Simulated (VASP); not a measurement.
Input of a VASP 6.6.1 run:

File INCAR:

```
SYSTEM = Ta
ALGO = Normal
EDIFF = 1E-6
EDIFFG = -0.005
ENCUT = 600
GGA = PE
IBRION = 2
ISIF = 3
ISMEAR = -1
LASPH = .True.
LCHARG = .False.
LREAL = .False.
LWAVE = .False.
NELM = 100
NSW = 60
PREC = Accurate
PSTRESS = 540.0
SIGMA = 0.08
```

KPOINTS

```
k-points
0
Gamma
  16 16 16
  0 0 0
```

The input POSCAR:

```
Ta
1.0
   -2.4290366527      2.4290366527      1.3359701590
    2.4290366527     -2.4290366527      1.3359701590
    2.4290366527      2.4290366527     -1.3359701590
Ta
2
Direct
   -0.3750000000     -0.1250000000     -0.2500000000
    0.3750000000      0.1250000000      0.2500000000
```

Potentials or basis: VASP PAW PBE potentials, release 64 (Ta_pv).

The run is started by

```console
$ cat potpaw_PBE.64/Ta_pv/POTCAR > POTCAR
$ mpirun -np 1 vasp_std > vasp.out
```

**Question.** Estimate the band gap on the k mesh.

**Answer.** Zero (band 11 reaches 8.27 eV, above the bottom of band 12 at 6.37 eV).

**Question.** Predict the space group after relaxing (to 0.05 Å).

**Answer.** I4_1/amd (No. 141).

**Question.** Predict the relaxed volume.

**Answer.** 15.78 Å³/atom.

Step by step:
```
step  energy change (eV)  largest force (eV/Å)  pressure (GPa)  volume (Å³)
   1              0.0000                0.0000           54.17        31.53
   2             -0.0262                0.0000           53.88        31.60
   3             -0.0212                0.0000           53.88        31.57
   4             -0.0217                0.0000           53.90        31.57
   5             -0.0075                0.0000           54.34        31.53
   6             -0.0168                0.0000           54.07        31.56
   7             -0.0176                0.0000           54.07        31.56
   8             -0.0196                0.0000           53.97        31.57
   9             -0.0181                0.0000           54.00        31.56
  10             -0.0178                0.0000           54.00        31.56
  11             -0.0176                0.0000           54.02        31.56
  12             -0.0209                0.0000           53.92        31.57
  13             -0.0194                0.0000           53.96        31.57
```

Caveat: the cell is relaxed towards a set pressure, so the enthalpy falls and the energy may rise; spin-orbit coupling is left out, which moves the levels of the heavy elements.
